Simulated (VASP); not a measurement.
# Ta4N in VASP: single point with PBEsol

Aim: the single point of Ta4N with PBEsol.

Everything below comes from runs of VASP 6.6.1. Logs are shortened: lines on timing, memory, paths and dates and some standing lists are left out, and cuts for length are marked.

**1. The cell of the first run**

The cell holds a slab with vacuum, 5 atoms: a = 2.841 Å, b = 2.841 Å, c = 25.959 Å, α = 90.00°, β = 90.00°, γ = 109.47°.

**2. Single point, PBEsol**

Contents of INCAR:

```
ALGO = Normal ; DIPOL = 0.5 0.5 0.499
EDIFF = 1E-6 ; ENCUT = 520
GGA = PS ; IDIPOL = 3
ISIF = 2 ; ISMEAR = 0
LASPH = True ; LCHARG = False
LDIPOL = True ; LREAL = False
LWAVE = False ; NBANDS = 32
NELM = 80 ; PREC = Accurate
SIGMA = 0.1
```

Contents of KPOINTS:

```
k-points
0
Gamma
  11 11 1
```

Contents of POSCAR:

```
Ta4N
1.0
    2.8410132459      0.0000000000      0.0000000000
   -0.9470044153      2.6785329755      0.0000000000
    0.0000000000      0.0000000000     25.9590328048
Ta N
4 1
Direct
    0.5000000000      0.5000000000      0.3274390099
    0.0000000000      0.0000000000      0.4167981790
    0.5000000000      0.5000000000      0.5042123309
    0.0000000000      0.0000000000      0.5995386885
    0.5000000000      1.0000000000      0.6465911967
```

Potentials or basis: VASP PAW PBE potentials, release 64 (Ta_pv, N).

Launch:

```bash
$ cat potpaw_PBE.64/Ta_pv/POTCAR potpaw_PBE.64/N/POTCAR > POTCAR
$ mpirun -np 1 vasp_std > vasp.out
```

OUTCAR:

```text
EDIFF = 1E-6
   ENCUT = 520
   GGA = PS
   ISIF = 2
   ISMEAR = 0
   LASPH = True
   LREAL = False
   NELM = 80
   PREC = Accurate

 ion  position               nearest neighbor table
   1  0.500  0.500  0.327-   2 2.84   2 2.84   2 3.28   2 3.28
   2  0.000  0.000  0.417-   3 2.80   3 2.80   1 2.84   1 2.84   3 3.25   3 3.25   1 3.28   1 3.28

   3  0.500  0.500  0.504-   2 2.80   2 2.80   4 2.97   4 2.97   2 3.25   2 3.25   4 3.39   4 3.39

   4  0.000  0.000  0.600-   5 1.87   5 1.87   3 2.97   3 2.97   3 3.39   3 3.39
   5  0.500  0.000  0.647-   4 1.87   4 1.87

  LATTYP: Found a base centered orthorhombic cell.
 ALAT       =     3.2805195246
 B/A-ratio  =     1.4142135624
 C/A-ratio  =     7.9130859031

  Lattice vectors:

 A1 = (   2.8410132459,   0.0000000000,   0.0000000000)
 A2 = (  -0.9470044153,   2.6785329755,   0.0000000000)
 A3 = (   0.0000000000,   0.0000000000,  25.9590328048)

Analysis of symmetry for initial positions (statically):
=====================================================================
 Subroutine PRICEL returns:
 Original cell was already a primitive cell.

 Routine SETGRP: Setting up the symmetry group for a
 base centered orthorhombic supercell.

 Subroutine GETGRP returns: Found  2 space group operations
 (whereof  2 operations were pure point group operations)
 out of a pool of  8 trial point group operations.

The static configuration has the point symmetry C_2 .

Analysis of symmetry for dynamics (positions and initial velocities):
=====================================================================
 Subroutine PRICEL returns:
 Original cell was already a primitive cell.

 Routine SETGRP: Setting up the symmetry group for a
 base centered orthorhombic supercell.

 Subroutine GETGRP returns: Found  2 space group operations
 (whereof  2 operations were pure point group operations)
 out of a pool of  8 trial point group operations.

The dynamic configuration has the point symmetry C_2 .

 Subroutine INISYM returns: Found  2 space group operations
 (whereof  2 operations are pure point group operations),
 and found     1 'primitive' translations

----------------------------------------------------------------------------------------

                                     Primitive cell

  volume of cell :     197.5417

  direct lattice vectors                    reciprocal lattice vectors
     2.841013246  0.000000000  0.000000000     0.351987095  0.124446231  0.000000000
    -0.947004415  2.678532976  0.000000000     0.000000000  0.373338693  0.000000000
     0.000000000  0.000000000 25.959032805     0.000000000  0.000000000  0.038522236

  length of vectors
     2.841013246  2.841013246 25.959032805     0.373338693  0.373338693  0.038522236

  position of ions in fractional coordinates (direct lattice)
     0.500000000  0.500000000  0.327439010
     0.000000000  0.000000000  0.416798179
     0.500000000  0.500000000  0.504212331
     0.000000000  0.000000000  0.599538688
     0.500000000  0.000000000  0.646591197

  ion indices of the primitive-cell ions
   primitive index   ion index
                 1           1
                 2           2
                 3           3
                 4           4
                 5           5

----------------------------------------------------------------------------------------

 KPOINTS: k-points

Automatic generation of k-mesh.
 Grid dimensions read from file:
 generate k-points for:   11   11    1

 Generating k-lattice:

  Cartesian coordinates                     Fractional coordinates (reciprocal lattice)
     0.031998827  0.011313294  0.000000000     0.090909091  0.000000000  0.000000000
     0.000000000  0.033939881  0.000000000     0.000000000  0.090909091  0.000000000
     0.000000000  0.000000000  0.038522236     0.000000000  0.000000000  1.000000000

  Length of vectors
     0.033939881  0.033939881  0.038522236

  Shift w.r.t. Gamma in fractional coordinates (k-lattice)
     0.000000000  0.000000000  0.000000000

 Subroutine IBZKPT returns following result:
 ===========================================

 Found     61 irreducible k-points:

 Following reciprocal coordinates:
            Coordinates               Weight
  0.000000  0.000000  0.000000      1.000000
  0.090909 -0.000000  0.000000      2.000000
  0.000000  0.090909  0.000000      2.000000
  0.181818  0.000000  0.000000      2.000000
  0.000000  0.181818  0.000000      2.000000
  0.272727  0.000000  0.000000      2.000000
[... 16 lines left out ...]
 -0.363636  0.090909  0.000000      2.000000
  0.090909 -0.363636  0.000000      2.000000
 [... further k-points ...]
   k-points           NKPTS =     61   k-points in BZ     NKDIM =     61   number of bands    NBANDS=     32
   number of dos      NEDOS =    301   number of ions     NIONS =      5
   total plane-waves  NPLWV = 112896
   dimension x,y,z NGX =    24 NGY =   24 NGZ =  196
   dimension x,y,z NGXF=    48 NGYF=   48 NGZF=  392
   ions per type =               4   1
   NGX,Y,Z   is equivalent  to a cutoff of  14.04, 14.04, 12.55 a.u.
   NGXF,Y,Z  is equivalent  to a cutoff of  28.09, 28.09, 25.10 a.u.
 SYSTEM =  unknown system
   PREC   = accura    normal or accurate (medium, high low for compatibility)
   ISTART =      0    job   : 0-new  1-cont  2-samecut
   ICHARG =      2    charge: 1-file 2-atom 10-const
   ISPIN  =      1    spin polarized calculation?
   LNONCOLLINEAR =      F non collinear calculations
   LSORBIT =      F    spin-orbit coupling
   LASPH  =      T    aspherical Exc in radial PAW
   ENCUT  =  520.0 eV  38.22 Ry    6.18 a.u.   5.28  5.28 48.27*2*pi/ulx,y,z
   NELM   =     80;   NELMIN=  2; NELMDL= -5     # of ELM steps
   EDIFF  = 0.1E-05   stopping-criterion for ELM
   LREAL  =      F    real-space projection
   EDIFFG = 0.1E-04   stopping-criterion for IOM
   NSW    =      0    number of steps for IOM
   IBRION =     -1    ionic relax: 0-MD 1-quasi-New 2-CG
   NFREE  =      0    steps in history (QN), initial steepest desc. (CG)
   ISIF   =      2    stress and relaxation
   ISYM   =      2    0-nonsym 1-usesym 2-fastsym
   POTIM  = 0.5000    time-step for ionic-motion
   TEBEG  =    0.0;   TEEND  =   0.0 temperature during run
   PSTRESS=    0.0 pullay stress
   NELECT =      49.0000    total number of electrons
   NUPDOWN=      -1.0000    fix difference up-down
   EMIN   =  10.00;   EMAX   =-10.00  energy-range for DOS
   EFERMI =   0.00;   METHOD = LEGACY
   ISMEAR =     0;   SIGMA  =   0.10  broadening in eV -4-tet -1-fermi 0-gaus
   EFERMI_NEDOS =   21; number of points for ismear=-14 and -15
   IALGO  =     38    algorithm
   IMIX   =      4    mixing-type and parameters
     AMIX     =   0.40;   BMIX     =  1.00
     AMIX_MAG =   1.60;   BMIX_MAG =  1.00
  volume/ion in A,a.u.               =      39.51       266.62
  Fermi-wavevector in a.u.,A,eV,Ry     =   1.028618  1.943805 14.395700  1.058054
  Thomas-Fermi vector in A             =   2.162623
   LORBIT       =      0    0 simple, 1 ext, 2 COOP (PROOUT), +10 PAW based schemes
   GGA     = PS    functional components
   LHFCALC =     F    Hartree Fock is set to
   AEXX    =    0.0000 exact exchange contribution
   IVDW    =     0    specifies the selected vdW correction
   LEPSILON=     F    determine dielectric tensor
   LRPA    =     F    only Hartree local field effects (RPA)
 non-spin polarized calculation
 Gauss-broadening in eV      SIGMA  =   0.10
  energy-cutoff  :      520.00
  volume of cell :      197.54
 maximum number of plane-waves:      5364
 NGX is ok and might be reduce to    24
   NGX = 11   NGY = 11   NGZ = 97

 dipolmoment           0.000000      0.000000     -0.007095 electrons x Angstroem

 number of electron      49.0000007 magnetization

 dipolmoment           0.000000      0.000000      0.105479 electrons x Angstroem

 Free energy of the ion-electron system (eV)
  ---------------------------------------------------
  ext. energy  EPLUGINS =         0.00000000
  ---------------------------------------------------
  free energy    TOTEN  =       -57.14271465 eV

  energy without entropy =      -57.12108352  energy(sigma->0) =      -57.13189909

 E-fermi :  -1.5720     XC(G=0):  -5.7023

 val. band max:       -1.5883997037   @ k =   0.1818   0.3636   0.0000
 cond. band min:      -1.5614359390   @ k =   0.1818   0.0000   0.0000
 fundamental gap:      0.0269637647
 Fermi energy:        -1.5720200726

 k-point     1 :       0.0000    0.0000    0.0000
  band No.  band energies     occupation
      1     -35.8762      2.00000
      2     -35.5992      2.00000
      3     -35.2849      2.00000
      4     -35.1743      2.00000
      5     -35.0511      2.00000
      6     -34.9418      2.00000
[... 24 lines left out ...]
     31       1.7532      0.00000
     32       1.9717      0.00000

 k-point     2 :       0.0909   -0.0000    0.0000
  band No.  band energies     occupation
      1     -35.8561      2.00000
      2     -35.5872      2.00000
      3     -35.3151      2.00000
      4     -35.2051      2.00000
      5     -35.1077      2.00000
      6     -34.9785      2.00000
[... 24 lines left out ...]
     31       1.5991      0.00000
     32       1.8666      0.00000
[... 733 lines left out ...]
     31       1.8713      0.00000
     32       2.2620      0.00000

 k-point    24 :       0.0909   -0.3636    0.0000
  band No.  band energies     occupation
      1     -35.8252      2.00000
      2     -35.7245      2.00000
      3     -35.6865      2.00000
      4     -35.4944      2.00000
      5     -35.4890      2.00000
      6     -35.2908      2.00000
[... 24 lines left out ...]
     31       2.1863      0.00000
     32       2.7247      0.00000

 [... further k-points ...]

------------------------ aborting loop because EDIFF is reached ----------------------------------------

 vacuum level on the upper side and lower side of the slab       (xc-potential included)         1.220        -1.237

  FORCE on cell =-STRESS in cart. coord.  units (eV):
  Direction    XX          YY          ZZ          XY          YZ          ZX
  --------------------------------------------------------------------------------------
  -------------------------------------------------------------------------------------
  Total        5.3958886      0.1276209     -0.6576203     -1.4888596      0.0000000      0.0000000
  in kB       43.7637771      1.0350793     -5.3336813    -12.0755122      0.0000000      0.0000000
  external PRESSURE =      13.1550584 kB  Pullay stress =       0.0000000 kB

 VOLUME and BASIS-vectors are now :
 -----------------------------------------------------------------------------
  energy-cutoff  :      520.00
  volume of cell :      197.54
      direct lattice vectors                 reciprocal lattice vectors
     2.841013246  0.000000000  0.000000000     0.351987095  0.124446231  0.000000000
    -0.947004415  2.678532976  0.000000000     0.000000000  0.373338693  0.000000000
     0.000000000  0.000000000 25.959032805     0.000000000  0.000000000  0.038522236

 POSITION                                       TOTAL-FORCE (eV/Angst)
 -----------------------------------------------------------------------------------
      0.94700      1.33927      8.50000         0.000000      0.000000      0.419944
      0.00000      0.00000     10.81968         0.000000      0.000000     -0.438934
      0.94700      1.33927     13.08886         0.000000      0.000000      0.001479
      0.00000      0.00000     15.56344        -0.000000      0.000000     -0.198745
      1.42051      0.00000     16.78488         0.000000      0.000000      0.216257
 -----------------------------------------------------------------------------------
    total drift:                               -0.000000     -0.000000      0.000340

  FREE ENERGIE OF THE ION-ELECTRON SYSTEM (eV)
  ---------------------------------------------------
  free  energy   TOTEN  =       -57.1427146519 eV

  energy  without entropy=      -57.1210835225  energy(sigma->0) =      -57.13189909

 vacuum level on the upper side and lower side of the slab         5.843         3.335
```

It took 10 min on 1 thread of Intel Xeon 6975P-C (Granite Rapids), shared host; peak memory 0.52 GiB.

What came out:

```yaml
Free_energy: -57.1427 eV
Largest_force: 0.439 eV/Å
Band_gap_on_the_k_mesh: zero (an odd number of electrons rules out a gap without spin polarisation)
```

Forces on the atoms (eV/Å):
```
Ta   0.000  0.000  0.420
Ta   0.000  0.000 -0.439
Ta   0.000  0.000  0.001
Ta   0.000  0.000 -0.199
N    0.000  0.000  0.216
```

Caveat: the PAW data sets were made with another functional, which shifts forces and pressure a little; spin-orbit coupling is left out, which moves the levels of the heavy elements.

The gap in the log of VASP goes by the Fermi energy; the results here count the filled bands.